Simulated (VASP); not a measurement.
# Ir (C2/m) in VASP: single point with LDA

Aim: the single point of Ir with LDA.

All numbers are computed with VASP 6.6.1; they aren't measurements. Logs are shortened: lines on timing, memory, paths and dates and some standing lists are left out, and cuts for length are marked.

**1. The cell of the first run**

Symmetry: C2/m, No. 12, monoclinic system. The conventional cell has a = 3.811 Å, b = 3.811 Å, c = 3.811 Å, α = 90.00°, β = 90.00°, γ = 90.00°. Ir (site symmetry m) has 12 Ir at 2.56 to 2.83 Å within 3.4 Å.

**2. Single point, LDA (atoms displaced along a vibrational mode)**

INCAR reads:

```
PREC     = Accurate       # precision mode
ENCUT    = 520            # plane-wave cutoff, eV
EDIFF    = 1E-6           # SCF threshold, eV
ISMEAR   = 0              # smearing method
SIGMA    = 0.15           # smearing width, eV
LREAL    = False          # projectors in reciprocal space
LASPH    = True           # aspherical terms in the spheres
NELM     = 80             # most SCF steps
ALGO     = Fast           # electronic algorithm
ISIF     = 2              # what is computed and relaxed
LWAVE    = False          # write WAVECAR
LCHARG   = False          # write CHGCAR
GGA      = CA             # functional
NBANDS   = 16             # bands
```

KPOINTS reads:

```
Automatic mesh
0
Gamma
  16 16 12
```

POSCAR reads:

```
Ir
1.0
    0.0000000000     -1.9054060557     -1.9054060557
    0.0000000000      1.9054060557     -1.9054060557
    3.8108121114      0.0000000000      0.0000000000
Ir
2
Direct
    0.5201531846      0.4798468154      0.4943843991
   -0.0201531846      0.0201531846      0.0056156009
```

Potentials or basis: VASP PAW LDA potentials, release 64 (Ir).

Run with:

```bash
> cat potpaw_LDA.64/Ir/POTCAR > POTCAR
> mpirun -np 1 vasp_std > vasp.out
```

OUTCAR:

```text
PREC = Accurate
   ENCUT = 520
   EDIFF = 1E-6
   ISMEAR = 0
   LREAL = False
   LASPH = True
   NELM = 80
   ISIF = 2
   GGA = CA

 ion  position               nearest neighbor table
   1  0.520  0.480  0.494-   2 2.56   2 2.62   2 2.67   2 2.67   2 2.73   2 2.73   2 2.78   2 2.83

   2  0.980  0.020  0.006-   1 2.56   1 2.62   1 2.67   1 2.67   1 2.73   1 2.73   1 2.78   1 2.83

  LATTYP: Found a simple tetragonal cell.
 ALAT       =     2.6946510858
 C/A-ratio  =     1.4142135624

  Lattice vectors:

 A1 = (   0.0000000000,  -1.9054060557,  -1.9054060557)
 A2 = (   0.0000000000,   1.9054060557,  -1.9054060557)
 A3 = (   3.8108121114,   0.0000000000,   0.0000000000)

Analysis of symmetry for initial positions (statically):
=====================================================================
 Subroutine PRICEL returns:
 Original cell was already a primitive cell.

 Routine SETGRP: Setting up the symmetry group for a
 simple tetragonal supercell.

 Subroutine GETGRP returns: Found  4 space group operations
 (whereof  2 operations were pure point group operations)
 out of a pool of 16 trial point group operations.

The static configuration has the point symmetry C_1h.
 The point group associated with its full space group is C_2h.

Analysis of symmetry for dynamics (positions and initial velocities):
=====================================================================
 Subroutine PRICEL returns:
 Original cell was already a primitive cell.

 Routine SETGRP: Setting up the symmetry group for a
 simple tetragonal supercell.

 Subroutine GETGRP returns: Found  4 space group operations
 (whereof  2 operations were pure point group operations)
 out of a pool of 16 trial point group operations.

The dynamic configuration has the point symmetry C_1h.
 The point group associated with its full space group is C_2h.

 Subroutine INISYM returns: Found  4 space group operations
 (whereof  2 operations are pure point group operations),
 and found     1 'primitive' translations

----------------------------------------------------------------------------------------

                                     Primitive cell

  volume of cell :      27.6709

  direct lattice vectors                    reciprocal lattice vectors
     0.000000000 -1.905406056 -1.905406056     0.000000000 -0.262411258 -0.262411258
     0.000000000  1.905406056 -1.905406056     0.000000000  0.262411258 -0.262411258
     3.810812111  0.000000000  0.000000000     0.262411258  0.000000000  0.000000000

  length of vectors
     2.694651086  2.694651086  3.810812111     0.371105560  0.371105560  0.262411258

  position of ions in fractional coordinates (direct lattice)
     0.520153185  0.479846815  0.494384399
     0.979846815  0.020153185  0.005615601

  ion indices of the primitive-cell ions
   primitive index   ion index
                 1           1
                 2           2

----------------------------------------------------------------------------------------

 KPOINTS: Automatic mesh

Automatic generation of k-mesh.
 Grid dimensions read from file:
 generate k-points for:   16   16   12

 Generating k-lattice:

  Cartesian coordinates                     Fractional coordinates (reciprocal lattice)
     0.000000000 -0.016400704 -0.016400704     0.062500000  0.000000000  0.000000000
     0.000000000  0.016400704 -0.016400704     0.000000000  0.062500000  0.000000000
     0.021867605  0.000000000  0.000000000     0.000000000  0.000000000  0.083333333

  Length of vectors
     0.023194097  0.023194097  0.021867605

  Shift w.r.t. Gamma in fractional coordinates (k-lattice)
     0.000000000  0.000000000  0.000000000

 Subroutine IBZKPT returns following result:
 ===========================================

 Found    826 irreducible k-points:

 Following reciprocal coordinates:
            Coordinates               Weight
  0.000000  0.000000  0.000000      1.000000
  0.062500  0.000000  0.000000      4.000000
  0.125000  0.000000  0.000000      4.000000
  0.187500  0.000000  0.000000      4.000000
  0.250000  0.000000  0.000000      4.000000
  0.312500  0.000000  0.000000      4.000000
[... 16 lines left out ...]
 -0.062500  0.437500  0.000000      4.000000
  0.500000  0.062500  0.000000      4.000000
 [... further k-points ...]
   k-points           NKPTS =    826   k-points in BZ     NKDIM =    826   number of bands    NBANDS=     16
   number of dos      NEDOS =    301   number of ions     NIONS =      2
   total plane-waves  NPLWV =  11200
   dimension x,y,z NGX =    20 NGY =   20 NGZ =   28
   dimension x,y,z NGXF=    40 NGYF=   40 NGZF=   56
   ions per type =               2
   NGX,Y,Z   is equivalent  to a cutoff of  12.34, 12.34, 12.21 a.u.
   NGXF,Y,Z  is equivalent  to a cutoff of  24.68, 24.68, 24.43 a.u.
 SYSTEM =  unknown system
   PREC   = accura    normal or accurate (medium, high low for compatibility)
   ISTART =      0    job   : 0-new  1-cont  2-samecut
   ICHARG =      2    charge: 1-file 2-atom 10-const
   ISPIN  =      1    spin polarized calculation?
   LNONCOLLINEAR =      F non collinear calculations
   LSORBIT =      F    spin-orbit coupling
   LASPH  =      T    aspherical Exc in radial PAW
   ENCUT  =  520.0 eV  38.22 Ry    6.18 a.u.   5.01  5.01  7.09*2*pi/ulx,y,z
   NELM   =     80;   NELMIN=  2; NELMDL= -5     # of ELM steps
   EDIFF  = 0.1E-05   stopping-criterion for ELM
   LREAL  =      F    real-space projection
   EDIFFG = 0.1E-04   stopping-criterion for IOM
   NSW    =      0    number of steps for IOM
   IBRION =     -1    ionic relax: 0-MD 1-quasi-New 2-CG
   NFREE  =      0    steps in history (QN), initial steepest desc. (CG)
   ISIF   =      2    stress and relaxation
   ISYM   =      2    0-nonsym 1-usesym 2-fastsym
   POTIM  = 0.5000    time-step for ionic-motion
   TEBEG  =    0.0;   TEEND  =   0.0 temperature during run
   PSTRESS=    0.0 pullay stress
   NELECT =      18.0000    total number of electrons
   NUPDOWN=      -1.0000    fix difference up-down
   EMIN   =  10.00;   EMAX   =-10.00  energy-range for DOS
   EFERMI =   0.00;   METHOD = LEGACY
   ISMEAR =     0;   SIGMA  =   0.15  broadening in eV -4-tet -1-fermi 0-gaus
   EFERMI_NEDOS =   21; number of points for ismear=-14 and -15
   IALGO  =     68    algorithm
   IMIX   =      4    mixing-type and parameters
     AMIX     =   0.40;   BMIX     =  1.00
     AMIX_MAG =   1.60;   BMIX_MAG =  1.00
  volume/ion in A,a.u.               =      13.84        93.37
  Fermi-wavevector in a.u.,A,eV,Ry     =   1.418485  2.680548 27.376284  2.012100
  Thomas-Fermi vector in A             =   2.539606
   LORBIT       =      0    0 simple, 1 ext, 2 COOP (PROOUT), +10 PAW based schemes
   GGA     = CA    functional components
   LHFCALC =     F    Hartree Fock is set to
   AEXX    =    0.0000 exact exchange contribution
   IVDW    =     0    specifies the selected vdW correction
   LEPSILON=     F    determine dielectric tensor
   LRPA    =     F    only Hartree local field effects (RPA)
 non-spin polarized calculation
 RMM-DIIS sequential band-by-band and
 Gauss-broadening in eV      SIGMA  =   0.15
  energy-cutoff  :      520.00
  volume of cell :       27.67
 maximum number of plane-waves:       776
   NGX = 11   NGY = 11   NGZ = 15

 number of electron      18.0000001 magnetization

 Free energy of the ion-electron system (eV)
  ---------------------------------------------------
  ext. energy  EPLUGINS =         0.00000000
  ---------------------------------------------------
  free energy    TOTEN  =       -20.54206049 eV

  energy without entropy =      -20.51941440  energy(sigma->0) =      -20.53073745

 E-fermi :  10.7132     XC(G=0): -14.2623

 val. band max:       10.7116970659   @ k =   0.5000  -0.4375   0.2500
 cond. band min:      10.7135234335   @ k =   0.0625  -0.3750   0.3333
 fundamental gap:      0.0018263676
 Fermi energy:        10.7131834225

 k-point     1 :       0.0000    0.0000    0.0000
  band No.  band energies     occupation
      1      -0.6329      2.00000
      2       2.5213      2.00000
      3       3.1198      2.00000
      4       6.5687      2.00000
      5       6.5890      2.00000
      6       6.7492      2.00000
[... 8 lines left out ...]
     15      22.6870      0.00000
     16      25.2931      0.00000

 k-point     2 :       0.0625    0.0000    0.0000
  band No.  band energies     occupation
      1      -0.5137      2.00000
      2       2.6112      2.00000
      3       3.2041      2.00000
      4       6.5497      2.00000
      5       6.6326      2.00000
      6       6.7592      2.00000
[... 8 lines left out ...]
     15      22.9727      0.00000
     16      25.4919      0.00000

 k-point     3 :       0.1250    0.0000    0.0000
  band No.  band energies     occupation
      1      -0.1652      2.00000
      2       2.8431      2.00000
      3       3.4750      2.00000
      4       6.3712      2.00000
      5       6.7935      2.00000
      6       6.8743      2.00000
[... 8 lines left out ...]
     15      23.7735      0.00000
     16      26.0528      0.00000

 k-point     4 :       0.1875    0.0000    0.0000
  band No.  band energies     occupation
      1       0.3857      2.00000
      2       3.1450      2.00000
      3       3.9433      2.00000
      4       6.0978      2.00000
      5       6.9965      2.00000
      6       7.0578      2.00000
[... 8 lines left out ...]
     15      24.9306      0.00000
     16      26.8805      0.00000

 k-point     5 :       0.2500    0.0000    0.0000
  band No.  band energies     occupation
      1       1.0963      2.00000
      2       3.4841      2.00000
      3       4.5291      2.00000
      4       5.8063      2.00000
      5       7.0964      2.00000
      6       7.1972      2.00000
[... 8 lines left out ...]
     15      26.0099      0.00000
     16      27.3348      0.00000

 k-point     6 :       0.3125    0.0000    0.0000
  band No.  band energies     occupation
      1       1.9094      2.00000
      2       3.8459      2.00000
      3       5.0771      2.00000
      4       5.5580      2.00000
      5       6.7691      2.00000
      6       7.0539      2.00000
[... 8 lines left out ...]
     15      25.7170      0.00000
     16      28.3576      0.00000
[... 267 lines left out ...]
 k-point    21 :      -0.0625    0.3750    0.0000
  band No.  band energies     occupation
      1       2.8341      2.00000
      2       4.3246      2.00000
      3       5.2640      2.00000
      4       5.3547      2.00000
      5       6.0757      2.00000
      6       6.6727      2.00000
[... 8 lines left out ...]
     15      25.0617      0.00000
     16      28.2815      0.00000

 k-point    22 :       0.4375    0.0625    0.0000
  band No.  band energies     occupation
      1       3.5994      2.00000
      2       4.5219      2.00000
      3       5.1727      2.00000
      4       5.4006      2.00000
      5       5.7264      2.00000
      6       6.3113      2.00000
[... 8 lines left out ...]
     15      24.0995      0.00000
     16      27.0834      0.00000

 k-point    23 :      -0.0625    0.4375    0.0000
  band No.  band energies     occupation
      1       3.6045      2.00000
      2       4.5201      2.00000
      3       5.1995      2.00000
      4       5.4174      2.00000
      5       5.7046      2.00000
      6       6.2972      2.00000
[... 8 lines left out ...]
     15      24.1276      0.00000
     16      27.0948      0.00000

 k-point    24 :       0.5000    0.0625    0.0000
  band No.  band energies     occupation
      1       4.0745      2.00000
      2       4.4213      2.00000
      3       5.1513      2.00000
      4       5.4968      2.00000
      5       5.5728      2.00000
      6       6.0876      2.00000
[... 8 lines left out ...]
     15      24.7095      0.00000
     16      26.1328      0.00000

 [... further k-points ...]

------------------------ aborting loop because EDIFF is reached ----------------------------------------

  FORCE on cell =-STRESS in cart. coord.  units (eV):
  Direction    XX          YY          ZZ          XY          YZ          ZX
  --------------------------------------------------------------------------------------
  -------------------------------------------------------------------------------------
  Total        1.3238808      1.3268303      0.3667822      0.4229884      0.0000000      0.0000000
  in kB       76.6543605     76.8251380     21.2371511     24.4915568      0.0000000      0.0000000
  external PRESSURE =      58.2388832 kB  Pullay stress =       0.0000000 kB

 VOLUME and BASIS-vectors are now :
 -----------------------------------------------------------------------------
  energy-cutoff  :      520.00
  volume of cell :       27.67
      direct lattice vectors                 reciprocal lattice vectors
     0.000000000 -1.905406056 -1.905406056     0.000000000 -0.262411258 -0.262411258
     0.000000000  1.905406056 -1.905406056     0.000000000  0.262411258 -0.262411258
     3.810812111  0.000000000  0.000000000     0.262411258  0.000000000  0.000000000

 POSITION                                       TOTAL-FORCE (eV/Angst)
 -----------------------------------------------------------------------------------
      1.88401     -0.07680     -1.90541         0.631157      1.295649      0.000000
      0.02140     -1.82861     -1.90541        -0.631157     -1.295649      0.000000
 -----------------------------------------------------------------------------------
    total drift:                               -0.000000      0.000000     -0.000000

  FREE ENERGIE OF THE ION-ELECTRON SYSTEM (eV)
  ---------------------------------------------------
  free  energy   TOTEN  =       -20.5420604914 eV

  energy  without entropy=      -20.5194144044  energy(sigma->0) =      -20.53073745
```

It took 7.4 min on 1 thread of Intel Xeon 8259CL, shared host; peak memory 0.39 GiB.

What came out:

```
Free energy            : -20.5421 eV
Pressure               : 5.8 GPa
Largest force          : 1.441 eV/Å
Band gap on the k mesh : zero (bands 9 and 10 overlap by 3.23 eV)
```

Forces in eV/Å, atoms in the order of the input:
```
Ir   0.631  1.296  0.000
Ir  -0.631 -1.296  0.000
```

Caveat: the cell differs from its parent crystal (atoms displaced along a vibrational mode); the cell stands under pressure; spin-orbit coupling is left out, which moves the levels of the heavy elements; forces of over 1 eV/Å act on the atoms, so gaps and moduli don't describe the material at rest.
